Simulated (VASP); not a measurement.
# Au (I4/mmm) in VASP: further runs

Au is run at these levels: PBEsol; tasks: single point.

Program: VASP 6.6.1. These are calculated values, not measurements. Logs are shortened: lines on timing, memory, paths and dates and some standing lists are left out, and cuts for length are marked.

### Step 1. The cell of the first run

It takes space group I4/mmm (No. 139, tetragonal). The conventional cell has a = 3.119 Å, b = 3.119 Å, c = 3.743 Å, α = 90.00°, β = 90.00°, γ = 90.00°. Au (site symmetry 4/mmm) has 14 Au at 2.89 to 3.74 Å within 3.8 Å.

### Step 2. Single point, PBEsol

File INCAR:

```
PREC = Accurate
ENCUT = 520
EDIFF = 1E-7
ISMEAR = 0
SIGMA = 0.15
LREAL = False
LASPH = True
NELM = 80
ALGO = Fast
ISIF = 2
LWAVE = False
LCHARG = True
GGA = PS
LELF = True
LVHAR = True
NBANDS = 12
```

File KPOINTS:

```
regular mesh
0
Gamma
  22 22 22
```

File POSCAR:

```
Au
1.0
   -1.5595498385      1.5595498385      1.8714598063
    1.5595498385     -1.5595498385      1.8714598063
    1.5595498385      1.5595498385     -1.8714598063
Au
1
Direct
    0.0000000000      0.0000000000      0.0000000000
```

Potentials or basis: VASP PAW PBE potentials, release 64 (Au).

The run is started by

```bash
$ cat potpaw_PBE.64/Au/POTCAR > POTCAR
$ mpirun -np 1 vasp_std > vasp.out
```

OUTCAR:

```text
PREC = Accurate
   ENCUT = 520
   EDIFF = 1E-7
   ISMEAR = 0
   LREAL = False
   LASPH = True
   NELM = 80
   ISIF = 2
   GGA = PS

 ion  position               nearest neighbor table
   1  0.000  0.000  0.000-

  LATTYP: Found a body centered tetragonal cell.
 ALAT       =     3.1190996770
 C/A-ratio  =     1.2000000001

  Lattice vectors:

 A1 = (  -1.5595498385,   1.5595498385,   1.8714598063)
 A2 = (   1.5595498385,  -1.5595498385,   1.8714598063)
 A3 = (   1.5595498385,   1.5595498385,  -1.8714598063)

Analysis of symmetry for initial positions (statically):
=====================================================================
 Subroutine PRICEL returns:
 Original cell was already a primitive cell.

 Routine SETGRP: Setting up the symmetry group for a
 body centered tetragonal supercell.

 Subroutine GETGRP returns: Found 16 space group operations
 (whereof 16 operations were pure point group operations)
 out of a pool of 16 trial point group operations.

The static configuration has the point symmetry D_4h.

Analysis of symmetry for dynamics (positions and initial velocities):
=====================================================================
 Subroutine PRICEL returns:
 Original cell was already a primitive cell.

 Routine SETGRP: Setting up the symmetry group for a
 body centered tetragonal supercell.

 Subroutine GETGRP returns: Found 16 space group operations
 (whereof 16 operations were pure point group operations)
 out of a pool of 16 trial point group operations.

The dynamic configuration has the point symmetry D_4h.

 Subroutine INISYM returns: Found 16 space group operations
 (whereof 16 operations are pure point group operations),
 and found     1 'primitive' translations

----------------------------------------------------------------------------------------

                                     Primitive cell

  volume of cell :      18.2070

  direct lattice vectors                    reciprocal lattice vectors
    -1.559549838  1.559549838  1.871459806     0.000000000  0.320605336  0.267171113
     1.559549838 -1.559549838  1.871459806     0.320605336  0.000000000  0.267171113
     1.559549838  1.559549838 -1.871459806     0.320605336  0.320605336  0.000000000

  length of vectors
     2.892534045  2.892534045  2.892534045     0.417334620  0.417334620  0.453404414

  position of ions in fractional coordinates (direct lattice)
     0.000000000  0.000000000  0.000000000

  ion indices of the primitive-cell ions
   primitive index   ion index
                 1           1

[... 82 lines left out ...]
   NELECT =      11.0000    total number of electrons
   NUPDOWN=      -1.0000    fix difference up-down
   EMIN   =  10.00;   EMAX   =-10.00  energy-range for DOS
   EFERMI =   0.00;   METHOD = LEGACY
   ISMEAR =     0;   SIGMA  =   0.15  broadening in eV -4-tet -1-fermi 0-gaus
   EFERMI_NEDOS =   21; number of points for ismear=-14 and -15
   IALGO  =     68    algorithm
   IMIX   =      4    mixing-type and parameters
     AMIX     =   0.40;   BMIX     =  1.00
     AMIX_MAG =   1.60;   BMIX_MAG =  1.00
  volume/ion in A,a.u.               =      18.21       122.87
  Fermi-wavevector in a.u.,A,eV,Ry     =   1.383968  2.615320 26.060157  1.915367
  Thomas-Fermi vector in A             =   2.508516
   LORBIT       =      0    0 simple, 1 ext, 2 COOP (PROOUT), +10 PAW based schemes
   GGA     = PS    functional components
   LHFCALC =     F    Hartree Fock is set to
   AEXX    =    0.0000 exact exchange contribution
   IVDW    =     0    specifies the selected vdW correction
   LEPSILON=     F    determine dielectric tensor
   LRPA    =     F    only Hartree local field effects (RPA)
 non-spin polarized calculation
 RMM-DIIS sequential band-by-band and
 Gauss-broadening in eV      SIGMA  =   0.15
  energy-cutoff  :      520.00
  volume of cell :       18.21
 maximum number of plane-waves:       512
 NGX is ok and might be reduce to    24
   NGX = 11   NGY = 11   NGZ = 11

 number of electron      11.0000002 magnetization

 Free energy of the ion-electron system (eV)
  ---------------------------------------------------
  ext. energy  EPLUGINS =         0.00000000
  ---------------------------------------------------
  free energy    TOTEN  =        -3.87517502 eV

  energy without entropy =       -3.87101808  energy(sigma->0) =       -3.87309655

 E-fermi :   8.2199     XC(G=0): -12.4964

 val. band max:        8.2177608620   @ k =   0.2727   0.1818   0.0455
 cond. band min:       8.2219364179   @ k =  -0.3182   0.3182   0.2727
 fundamental gap:      0.0041755560
 Fermi energy:         8.2198694024

 k-point     1 :       0.0000    0.0000    0.0000
  band No.  band energies     occupation
      1      -1.0206      2.00000
      2       3.5874      2.00000
      3       3.5874      2.00000
      4       4.4950      2.00000
      5       4.7088      2.00000
      6       5.6900      2.00000
      7      23.1930      0.00000
      8      25.6126      0.00000
      9      25.6126      0.00000
     10      28.2400      0.00000
     11      31.5281      0.00000
     12      33.3884      0.00000
[... 331 lines left out ...]
 k-point    24 :      -0.4545    0.0455    0.0000
  band No.  band energies     occupation
      1       1.5282      2.00000
      2       3.2684      2.00000
      3       4.5230      2.00000
      4       5.8063      2.00000
      5       6.1541      2.00000
      6       7.1373      2.00000
      7      12.1908      0.00000
      8      21.6329      0.00000
      9      23.2475      0.00000
     10      27.4718      0.00000
     11      30.5991      0.00000
     12      31.0759      0.00000

 [... further k-points ...]

------------------------ aborting loop because EDIFF is reached ----------------------------------------

  FORCE on cell =-STRESS in cart. coord.  units (eV):
  Direction    XX          YY          ZZ          XY          YZ          ZX
  --------------------------------------------------------------------------------------
  -------------------------------------------------------------------------------------
  Total       -1.1248390     -1.1248390     -1.0250162      0.0000000     -0.0000000      0.0000000
  in kB      -98.9833040    -98.9833040    -90.1991215      0.0000000     -0.0000000      0.0000000
  external PRESSURE =     -96.0552431 kB  Pullay stress =       0.0000000 kB

 VOLUME and BASIS-vectors are now :
 -----------------------------------------------------------------------------
  energy-cutoff  :      520.00
  volume of cell :       18.21
      direct lattice vectors                 reciprocal lattice vectors
    -1.559549838  1.559549838  1.871459806     0.000000000  0.320605336  0.267171113
     1.559549838 -1.559549838  1.871459806     0.320605336  0.000000000  0.267171113
     1.559549838  1.559549838 -1.871459806     0.320605336  0.320605336  0.000000000

 POSITION                                       TOTAL-FORCE (eV/Angst)
 -----------------------------------------------------------------------------------
      0.00000      0.00000      0.00000        -0.000000      0.000000      0.000000
 -----------------------------------------------------------------------------------
    total drift:                                0.000000      0.000000     -0.000000

  FREE ENERGIE OF THE ION-ELECTRON SYSTEM (eV)
  ---------------------------------------------------
  free  energy   TOTEN  =        -3.8751750236 eV

  energy  without entropy=       -3.8710180838  energy(sigma->0) =       -3.87309655
```

OSZICAR:

```text
N       E                     dE             d eps       ncg     rms          rms(c)
DAV:   1     0.484967017245E+02    0.48497E+02   -0.55377E+03 20712   0.810E+02
DAV:   2    -0.351601237650E+01   -0.52013E+02   -0.49009E+02 23556   0.183E+02
DAV:   3    -0.421594307385E+01   -0.69993E+00   -0.69908E+00 23964   0.206E+01
DAV:   4    -0.421830368093E+01   -0.23606E-02   -0.23605E-02 23076   0.138E+00
DAV:   5    -0.421832169110E+01   -0.18010E-04   -0.18010E-04 24116   0.116E-01    0.773E+00
RMM:   6    -0.389476499072E+01    0.32356E+00   -0.40819E-01 20044   0.523E+00    0.493E+00
RMM:   7    -0.387776383286E+01    0.17001E-01   -0.33700E-02 21340   0.171E+00    0.269E+00
RMM:   8    -0.387524727643E+01    0.25166E-02   -0.30931E-03 22191   0.480E-01    0.405E-01
RMM:   9    -0.387517306313E+01    0.74213E-04   -0.51160E-04 23239   0.190E-01    0.103E-01
RMM:  10    -0.387517558747E+01   -0.25243E-05   -0.71078E-05 23192   0.642E-02    0.622E-02
RMM:  11    -0.387517499135E+01    0.59612E-06   -0.12265E-05 23201   0.244E-02    0.108E-02
RMM:  12    -0.387517503358E+01   -0.42228E-07   -0.15590E-06 22208   0.815E-03    0.912E-03
RMM:  13    -0.387517502359E+01    0.99900E-08   -0.38148E-07 19457   0.397E-03
   1 F= -.38751750E+01 E0= -.38730966E+01  d E =-.415694E-02
```

stdout:

```text
POSCAR found type information on POSCAR Au
 POSCAR found :  1 types and       1 ions
 scaLAPACK will be used
 -----------------------------------------------------------------------------
|                                                                             |
|                                                                             |
|     You enforced a specific xc type in the INCAR file but a different       |
|     I HOPE YOU KNOW WHAT YOU ARE DOING!                                     |
|                                                                             |
 -----------------------------------------------------------------------------

 LDA part: xc-table for (Slater+PW92), standard interpolation
 POSCAR, INCAR and KPOINTS ok, starting setup
 FFT: planning ... GRIDC
 FFT: planning ... GRID_SOFT
 FFT: planning ... GRID
 WAVECAR not read
 entering main loop
```

Run time: 1.8 min. Hardware: 1 thread of Intel Xeon 8259CL, shared host; peak memory 0.29 GiB.

What came out:

| Quantity | Value |
| --- | --- |
| Free energy | -3.8752 eV |
| Pressure | -9.6 GPa |
| Band gap on the k mesh | zero (an odd number of electrons rules out a gap without spin polarisation) |

Caveat: the cell stands under tension; the PAW data sets were made with another functional, which shifts forces and pressure a little; spin-orbit coupling is left out, which moves the levels of the heavy elements.

### Step 3. Single point, PBEsol

File INCAR:

```
PREC = Accurate
ENCUT = 520
EDIFF = 1E-6
ISMEAR = 0
SIGMA = 0.15
LREAL = F
LASPH = T
NELM = 60
ALGO = Fast
ISIF = 2
LWAVE = F
LCHARG = F
GGA = PS
NBANDS = 12
```

File KPOINTS:

```
Automatic mesh
0
Gamma
  22 22 22
```

File POSCAR:

```
Au
1.0
   -1.8003687769      1.8003687769      1.4042876459
    1.8003687769     -1.8003687769      1.4042876459
    1.8003687769      1.8003687769     -1.4042876459
Au
1
Direct
    0.0000000000      0.0000000000      0.0000000000
```

Potentials or basis: VASP PAW PBE potentials, release 64 (Au).

The run is started by

```bash
$ cat potpaw_PBE.64/Au/POTCAR > POTCAR
$ mpirun -np 1 vasp_std > vasp.out
```

It took 1.7 min on 1 thread of Intel Xeon 8259CL, shared host; peak memory 0.29 GiB.

It converged, with:

```
Free energy            : -3.8755 eV
Pressure               : -7.4 GPa
Band gap on the k mesh : zero (an odd number of electrons rules out a gap without spin polarisation)
```

Stress tensor (GPa, compression positive):
```
-8.38  0.00  0.00
 0.00 -8.38  0.00
 0.00  0.00 -5.50
```

Levels at points of the mesh, in eV from the Fermi level:
| k point | band 4 | band 5 | band 6 | band 7 | band 8 | band 9 |
| --- | --- | --- | --- | --- | --- | --- |
| (0.00, 0.00, 0.00) | -3.64 | -3.64 | -2.23 | 14.57 | 14.57 | 20.42 |
| (0.50, 0.00, 0.00) | -1.66 | -1.58 | 0.28 | 4.29 | 11.42 | 11.93 |
| (0.50, 0.50, 0.00) | -3.07 | -1.57 | -1.21 | 1.95 | 14.96 | 17.80 |
| (0.50, 0.50, 0.50) | -1.79 | -1.47 | 4.05 | 4.05 | 7.39 | 11.60 |

Caveat: the cell stands under tension; the PAW data sets were made with another functional, which shifts forces and pressure a little; spin-orbit coupling is left out, which moves the levels of the heavy elements.

### Step 4. Single point, PBEsol

File INCAR:

```
SYSTEM = Au
ALGO = Fast
EDIFF = 1E-7
ENCUT = 520
GGA = PS
ISIF = 2
ISMEAR = 0
LASPH = .True.
LCHARG = .False.
LREAL = .False.
LWAVE = .False.
NBANDS = 12
NELM = 80
PREC = Accurate
SIGMA = 0.15
```

File KPOINTS:

```
k-points
0
Gamma
  22 22 22
  0 0 0
```

File POSCAR:

```
Au
1.0
   -1.5184898360      1.5184898360      1.9740367868
    1.5184898360     -1.5184898360      1.9740367868
    1.5184898360      1.5184898360     -1.9740367868
Au
1
Direct
    0.0000000000      0.0000000000      0.0000000000
```

The run is started by

```bash
$ cat potpaw_PBE.64/Au/POTCAR > POTCAR
$ mpirun -np 1 vasp_std > vasp.out
```

Wall time 97 s (1 thread of Intel Xeon 8259CL, shared host); peak memory 0.29 GiB.

The run converged. Its results:

- Free energy: -3.8814 eV
- Pressure: -9.7 GPa
- Band gap on the k mesh: zero (an odd number of electrons rules out a gap without spin polarisation)

Stress tensor (GPa, compression positive):
```
-10.08   0.00   0.00
  0.00 -10.08   0.00
  0.00   0.00  -9.01
```

Levels at points of the mesh, in eV from the Fermi level:
```
           k point  band 2  band 3  band 4  band 5  band 6  band 7  band 8  band 9  band 10  band 11
(0.00, 0.00, 0.00)   -4.51   -4.51   -3.88   -3.34   -2.66   14.69   17.80   17.80    19.05    22.98
(0.50, 0.00, 0.00)   -4.67   -4.02   -2.07   -1.73   -0.69    2.76   13.74   15.71    17.89    23.14
(0.50, 0.50, 0.00)   -6.15   -1.98   -1.88   -1.41    0.72    4.67   10.25   10.39    17.04    19.38
(0.50, 0.50, 0.50)   -6.17   -1.93   -1.59   -1.59    2.13    6.47    8.84    8.84    15.67    18.03
```

Caveat: the cell stands under tension; the PAW data sets were made with another functional, which shifts forces and pressure a little; spin-orbit coupling is left out, which moves the levels of the heavy elements.

### Step 5. Overview

| cell | further INCAR settings | gap on the mesh (eV) | pressure (GPa) |
| --- | --- | --- | --- |
| a = 2.893 Å, angles 114.7, 114.7, 99.4°, 1 atom | ALGO = Fast; EDIFF = 1e-07; NBANDS = 12 | none | -9.6 |
| a = 2.908 Å, angles 103.5, 103.5, 122.2°, 1 atom | ALGO = Fast; EDIFF = 1e-06; NBANDS = 12 | none | -7.4 |
| a = 2.917 Å, angles 117.3, 117.3, 94.8°, 1 atom | ALGO = Fast; EDIFF = 1e-07; NBANDS = 12 | none | -9.7 |

Alike in all rows: task single point; level PBEsol; potentials or basis VASP PAW PBE potentials, release 64 (Au); no spin polarisation; k mesh 22 × 22 × 22; cutoff (eV) 520; smearing gaussian 0.15 eV.

Caveats: the cell stands under tension; the PAW data sets were made with another functional, which shifts forces and pressure a little; spin-orbit coupling is left out, which moves the levels of the heavy elements.

Absolute energies hang on the potentials; compare differences alone.

The gap in the log of VASP goes by the Fermi energy; the results here count the filled bands.